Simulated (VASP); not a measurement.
# HRh4 in VASP: further runs

Runs on HRh4. Level: PBEsol. Tasks: single point.

Everything below comes from runs of VASP 6.6.1. Logs are shortened: lines on timing, memory, paths and dates and some standing lists are left out, and cuts for length are marked.

## Step 1: The cell of the first run

The cell holds a slab with vacuum, 5 atoms: a = 2.673 Å, b = 2.673 Å, c = 24.670 Å, α = 90.00°, β = 90.00°, γ = 90.00°.

## Step 2: Single point, PBEsol

The input, INCAR:

```
SYSTEM = HRh4
  PREC = Accurate
  ENCUT = 520
  EDIFF = 1E-6
  ISMEAR = 0
  SIGMA = 0.1
  LREAL = .False.
  LASPH = .True.
  NELM = 60
  ALGO = Normal
  ISIF = 2
  LWAVE = .False.
  LCHARG = .False.
  LDIPOL = .True.
  IDIPOL = 3
  DIPOL = 0.5 0.5 0.495
  GGA = PS
  NBANDS = 38
```

The input, KPOINTS:

```
regular mesh
0
Gamma
  11 11 1
  0 0 0
```

The input, POSCAR:

```
HRh4
1.0
    2.6728587948      0.0000000000      0.0000000000
    0.0000000000      2.6728587948      0.0000000000
    0.0000000000      0.0000000000     24.6699897369
Rh H
4 1
Direct
    0.5000000000      0.5000000000      0.3445481774
    0.0000000000      0.0000000000      0.4211593394
    0.5000000000      0.5000000000      0.4986290742
    0.0000000000      0.0000000000      0.5728066815
    0.0000000000      0.0000000000      0.6363018152
```

Potentials or basis: VASP PAW PBE potentials, release 64 (Rh_pv, H).

Command:

```bash
$ cat potpaw_PBE.64/Rh_pv/POTCAR potpaw_PBE.64/H/POTCAR > POTCAR
$ mpirun -np 1 vasp_std > vasp.out
```

OUTCAR:

```text
SYSTEM = HRh4
   PREC = Accurate
   ENCUT = 520
   EDIFF = 1E-6
   ISMEAR = 0
   LREAL = .False.
   LASPH = .True.
   NELM = 60
   ISIF = 2
   GGA = PS

 ion  position               nearest neighbor table
   1  0.500  0.500  0.345-   2 2.67   2 2.67   2 2.67   2 2.67
   2  0.000  0.000  0.421-   1 2.67   1 2.67   1 2.67   1 2.67   3 2.69   3 2.69   3 2.69   3 2.69

   3  0.500  0.500  0.499-   4 2.63   4 2.63   4 2.63   4 2.63   2 2.69   2 2.69   2 2.69   2 2.69

   4  0.000  0.000  0.573-   5 1.57   3 2.63   3 2.63   3 2.63   3 2.63
   5  0.000  0.000  0.636-   4 1.57

  LATTYP: Found a simple tetragonal cell.
 ALAT       =     2.6728587948
 C/A-ratio  =     9.2298140796

  Lattice vectors:

 A1 = (   2.6728587948,   0.0000000000,   0.0000000000)
 A2 = (   0.0000000000,   2.6728587948,   0.0000000000)
 A3 = (   0.0000000000,   0.0000000000,  24.6699897369)

Analysis of symmetry for initial positions (statically):
=====================================================================
 Subroutine PRICEL returns:
 Original cell was already a primitive cell.

 Routine SETGRP: Setting up the symmetry group for a
 simple tetragonal supercell.

 Subroutine GETGRP returns: Found  8 space group operations
 (whereof  8 operations were pure point group operations)
 out of a pool of 16 trial point group operations.

The static configuration has the point symmetry C_4v.

Analysis of symmetry for dynamics (positions and initial velocities):
=====================================================================
 Subroutine PRICEL returns:
 Original cell was already a primitive cell.

 Routine SETGRP: Setting up the symmetry group for a
 simple tetragonal supercell.

 Subroutine GETGRP returns: Found  8 space group operations
 (whereof  8 operations were pure point group operations)
 out of a pool of 16 trial point group operations.

The dynamic configuration has the point symmetry C_4v.

 Subroutine INISYM returns: Found  8 space group operations
 (whereof  8 operations are pure point group operations),
 and found     1 'primitive' translations

----------------------------------------------------------------------------------------

                                     Primitive cell

  volume of cell :     176.2467

  direct lattice vectors                    reciprocal lattice vectors
     2.672858795  0.000000000  0.000000000     0.374131249  0.000000000  0.000000000
     0.000000000  2.672858795  0.000000000     0.000000000  0.374131249  0.000000000
     0.000000000  0.000000000 24.669989737     0.000000000  0.000000000  0.040535080

  length of vectors
     2.672858795  2.672858795 24.669989737     0.374131249  0.374131249  0.040535080

  position of ions in fractional coordinates (direct lattice)
     0.500000000  0.500000000  0.344548177
     0.000000000  0.000000000  0.421159339
     0.500000000  0.500000000  0.498629074
     0.000000000  0.000000000  0.572806681
     0.000000000  0.000000000  0.636301815

  ion indices of the primitive-cell ions
   primitive index   ion index
                 1           1
                 2           2
                 3           3
                 4           4
                 5           5

----------------------------------------------------------------------------------------

 KPOINTS: regular mesh

Automatic generation of k-mesh.
 Grid dimensions read from file:
 generate k-points for:   11   11    1

 Generating k-lattice:

  Cartesian coordinates                     Fractional coordinates (reciprocal lattice)
     0.034011932  0.000000000  0.000000000     0.090909091  0.000000000  0.000000000
     0.000000000  0.034011932  0.000000000     0.000000000  0.090909091  0.000000000
     0.000000000  0.000000000  0.040535080     0.000000000  0.000000000  1.000000000

  Length of vectors
     0.034011932  0.034011932  0.040535080

  Shift w.r.t. Gamma in fractional coordinates (k-lattice)
     0.000000000  0.000000000  0.000000000

 Subroutine IBZKPT returns following result:
 ===========================================

 Found     21 irreducible k-points:

 Following reciprocal coordinates:
            Coordinates               Weight
  0.000000  0.000000  0.000000      1.000000
  0.090909  0.000000  0.000000      4.000000
  0.181818  0.000000  0.000000      4.000000
  0.272727  0.000000  0.000000      4.000000
  0.363636  0.000000  0.000000      4.000000
  0.454545  0.000000  0.000000      4.000000
[... 13 lines left out ...]
  0.454545  0.363636  0.000000      8.000000
  0.454545  0.454545  0.000000      4.000000
   k-points           NKPTS =     21   k-points in BZ     NKDIM =     21   number of bands    NBANDS=     38
   number of dos      NEDOS =    301   number of ions     NIONS =      5
   total plane-waves  NPLWV =  76800
   dimension x,y,z NGX =    20 NGY =   20 NGZ =  192
   dimension x,y,z NGXF=    40 NGYF=   40 NGZF=  384
   ions per type =               4   1
   NGX,Y,Z   is equivalent  to a cutoff of  12.44, 12.44, 12.94 a.u.
   NGXF,Y,Z  is equivalent  to a cutoff of  24.88, 24.88, 25.88 a.u.
 SYSTEM =  HRh4
   PREC   = accura    normal or accurate (medium, high low for compatibility)
   ISTART =      0    job   : 0-new  1-cont  2-samecut
   ICHARG =      2    charge: 1-file 2-atom 10-const
   ISPIN  =      1    spin polarized calculation?
   LNONCOLLINEAR =      F non collinear calculations
   LSORBIT =      F    spin-orbit coupling
   LASPH  =      T    aspherical Exc in radial PAW
   ENCUT  =  520.0 eV  38.22 Ry    6.18 a.u.   4.97  4.97 45.87*2*pi/ulx,y,z
   NELM   =     60;   NELMIN=  2; NELMDL= -5     # of ELM steps
   EDIFF  = 0.1E-05   stopping-criterion for ELM
   LREAL  =      F    real-space projection
   EDIFFG = 0.1E-04   stopping-criterion for IOM
   NSW    =      0    number of steps for IOM
   IBRION =     -1    ionic relax: 0-MD 1-quasi-New 2-CG
   NFREE  =      0    steps in history (QN), initial steepest desc. (CG)
   ISIF   =      2    stress and relaxation
   ISYM   =      2    0-nonsym 1-usesym 2-fastsym
   POTIM  = 0.5000    time-step for ionic-motion
   TEBEG  =    0.0;   TEEND  =   0.0 temperature during run
   PSTRESS=    0.0 pullay stress
   NELECT =      61.0000    total number of electrons
   NUPDOWN=      -1.0000    fix difference up-down
   EMIN   =  10.00;   EMAX   =-10.00  energy-range for DOS
   EFERMI =   0.00;   METHOD = LEGACY
   ISMEAR =     0;   SIGMA  =   0.10  broadening in eV -4-tet -1-fermi 0-gaus
   EFERMI_NEDOS =   21; number of points for ismear=-14 and -15
   IALGO  =     38    algorithm
   IMIX   =      4    mixing-type and parameters
     AMIX     =   0.40;   BMIX     =  1.00
     AMIX_MAG =   1.60;   BMIX_MAG =  1.00
  volume/ion in A,a.u.               =      35.25       237.87
  Fermi-wavevector in a.u.,A,eV,Ry     =   1.149417  2.172084 17.975479  1.321160
  Thomas-Fermi vector in A             =   2.286087
   LORBIT       =      0    0 simple, 1 ext, 2 COOP (PROOUT), +10 PAW based schemes
   GGA     = PS    functional components
   LHFCALC =     F    Hartree Fock is set to
   AEXX    =    0.0000 exact exchange contribution
   IVDW    =     0    specifies the selected vdW correction
   LEPSILON=     F    determine dielectric tensor
   LRPA    =     F    only Hartree local field effects (RPA)
 non-spin polarized calculation
 Gauss-broadening in eV      SIGMA  =   0.10
  energy-cutoff  :      520.00
  volume of cell :      176.25
 maximum number of plane-waves:      4777
 NGX is ok and might be reduce to    20
   NGX =  9   NGY =  9   NGZ = 91

 dipolmoment           0.000000      0.000000     -0.118435 electrons x Angstroem

 number of electron      60.9999988 magnetization

 dipolmoment           0.000000      0.000000      0.015213 electrons x Angstroem

 Free energy of the ion-electron system (eV)
  ---------------------------------------------------
  ext. energy  EPLUGINS =         0.00000000
  ---------------------------------------------------
  free energy    TOTEN  =       -33.57956885 eV

  energy without entropy =      -33.54640233  energy(sigma->0) =      -33.56298559

 E-fermi :  -0.0071     XC(G=0):  -5.3855

 val. band max:       -0.0111874200   @ k =   0.3636   0.0000   0.0000
 cond. band min:      -0.0069110230   @ k =   0.1818   0.0000   0.0000
 fundamental gap:      0.0042763970
 Fermi energy:        -0.0070887837

 k-point     1 :       0.0000    0.0000    0.0000
  band No.  band energies     occupation
      1     -46.9795      2.00000
      2     -46.6573      2.00000
      3     -46.6060      2.00000
      4     -46.6060      2.00000
      5     -46.4580      2.00000
      6     -46.4580      2.00000
[... 30 lines left out ...]
     37       2.0987      0.00000
     38       5.2297      0.00000

 k-point     2 :       0.0909    0.0000    0.0000
  band No.  band energies     occupation
      1     -46.9702      2.00000
      2     -46.7059      2.00000
      3     -46.5998      2.00000
      4     -46.5878      2.00000
      5     -46.5089      2.00000
      6     -46.4564      2.00000
[... 30 lines left out ...]
     37       2.9585      0.00000
     38       5.4147      0.00000

 k-point     3 :       0.1818    0.0000    0.0000
  band No.  band energies     occupation
      1     -46.9484      2.00000
      2     -46.8030      2.00000
      3     -46.6139      2.00000
      4     -46.5827      2.00000
      5     -46.5720      2.00000
      6     -46.4528      2.00000
[... 30 lines left out ...]
     37       4.1968      0.00000
[... 658 lines left out ...]
 k-point    20 :       0.4545    0.3636    0.0000
  band No.  band energies     occupation
      1     -47.0096      2.00000
      2     -46.9776      2.00000
      3     -46.8327      2.00000
      4     -46.7732      2.00000
      5     -46.6824      2.00000
      6     -46.5810      2.00000
[... 30 lines left out ...]
     37       7.3508      0.00000
     38       8.2208      0.00000

 k-point    21 :       0.4545    0.4545    0.0000
  band No.  band energies     occupation
      1     -47.0182      2.00000
      2     -47.0181      2.00000
      3     -46.8187      2.00000
      4     -46.8056      2.00000
      5     -46.6863      2.00000
      6     -46.5779      2.00000
[... 30 lines left out ...]
     37       7.5500      0.00000
     38       9.2717      0.00000

------------------------ aborting loop because EDIFF is reached ----------------------------------------

 vacuum level on the upper side and lower side of the slab       (xc-potential included)         0.036        -0.326

  FORCE on cell =-STRESS in cart. coord.  units (eV):
  Direction    XX          YY          ZZ          XY          YZ          ZX
  --------------------------------------------------------------------------------------
  -------------------------------------------------------------------------------------
  Total       -3.0518198     -3.0518198     -1.0528391      0.0000000     -0.0000000      0.0000000
  in kB      -27.7426833    -27.7426833     -9.5708741      0.0000000     -0.0000000      0.0000000
  external PRESSURE =     -21.6854136 kB  Pullay stress =       0.0000000 kB

 VOLUME and BASIS-vectors are now :
 -----------------------------------------------------------------------------
  energy-cutoff  :      520.00
  volume of cell :      176.25
      direct lattice vectors                 reciprocal lattice vectors
     2.672858795  0.000000000  0.000000000     0.374131249  0.000000000  0.000000000
     0.000000000  2.672858795  0.000000000     0.000000000  0.374131249  0.000000000
     0.000000000  0.000000000 24.669989737     0.000000000  0.000000000  0.040535080

 POSITION                                       TOTAL-FORCE (eV/Angst)
 -----------------------------------------------------------------------------------
      1.33643      1.33643      8.50000        -0.000000     -0.000000      0.591931
      0.00000      0.00000     10.39000         0.000000     -0.000000     -0.613463
      1.33643      1.33643     12.30117         0.000000     -0.000000      0.017744
      0.00000      0.00000     14.13113         0.000000     -0.000000     -0.036964
      0.00000      0.00000     15.69756        -0.000000      0.000000      0.040752
 -----------------------------------------------------------------------------------
    total drift:                               -0.000000      0.000000     -0.000063

  FREE ENERGIE OF THE ION-ELECTRON SYSTEM (eV)
  ---------------------------------------------------
  free  energy   TOTEN  =       -33.5795688533 eV

  energy  without entropy=      -33.5464023253  energy(sigma->0) =      -33.56298559

 vacuum level on the upper side and lower side of the slab         5.511         5.134
```

Wall time 2.2 min (1 thread of Intel Xeon 6975P-C (Granite Rapids), shared host); peak memory 0.31 GiB.

Results:

```
Free energy   : -33.5796 eV
Largest force : 0.613 eV/Å
```

Forces on the atoms (eV/Å):
```
Rh   0.000  0.000  0.592
Rh   0.000  0.000 -0.613
Rh   0.000  0.000  0.018
Rh   0.000  0.000 -0.037
H    0.000  0.000  0.041
```

Levels at points of the mesh, in eV from the Fermi level:
```tsv
k point	band 27	band 28	band 29	band 30	band 31	band 32	band 33	band 34	band 35	band 36
(0.00, 0.00, 0.00)	-1.25	-0.80	-0.24	-0.24	-0.24	0.16	0.47	0.68	0.76	0.76
```

Caveat: the PAW data sets were made with another functional, which shifts forces and pressure a little.

## Step 3: Single point, PBEsol

The input, INCAR:

```
PREC = Accurate
ENCUT = 520
EDIFF = 1E-6
ISMEAR = 0
SIGMA = 0.1
LREAL = False
LASPH = True
NELM = 80
ALGO = Normal
ISIF = 2
LWAVE = False
LCHARG = True
LDIPOL = True
IDIPOL = 3
DIPOL = 0.5 0.5 0.487
GGA = PS
LELF = True
LVHAR = True
LVACPOTAV = True
NBANDS = 38
```

The input, KPOINTS:

```
Automatic mesh
0
Gamma
  11 11 1
```

The input, POSCAR:

```
HRh4
1.0
    2.6728587948      0.0000000000      0.0000000000
    0.0000000000      2.6728587948      0.0000000000
    0.0000000000      0.0000000000     24.6699897369
Rh H
4 1
Direct
    0.5000000000      0.5000000000      0.3445481774
    0.0000000000      0.0000000000      0.4211593394
    0.5000000000      0.5000000000      0.4969644051
    0.0000000000      0.0000000000      0.5742122660
    0.5000000000      0.5000000000      0.5960371757
```

Potentials or basis: VASP PAW PBE potentials, release 64 (Rh_pv, H).

Command:

```bash
$ cat potpaw_PBE.64/Rh_pv/POTCAR potpaw_PBE.64/H/POTCAR > POTCAR
$ mpirun -np 1 vasp_std > vasp.out
```

Run time: 2.3 min. Hardware: 1 thread of Intel Xeon 6975P-C (Granite Rapids), shared host; peak memory 0.32 GiB.

It converged, with:

| Quantity | Value |
| --- | --- |
| Free energy | -34.0206 eV |
| Largest force | 0.561 eV/Å |

Forces in eV/Å, atoms in the order of the input:
```
Rh   0.000  0.000  0.561
Rh   0.000  0.000 -0.554
Rh   0.000  0.000  0.005
Rh   0.000  0.000  0.001
H    0.000  0.000 -0.013
```

Levels at points of the mesh, in eV from the Fermi level:
```
           k point  band 28  band 29  band 30  band 31  band 32  band 33  band 34  band 35
(0.00, 0.00, 0.00)    -0.85    -0.27    -0.25    -0.25     0.08     0.29     0.64     0.73
```

Caveat: the PAW data sets were made with another functional, which shifts forces and pressure a little.
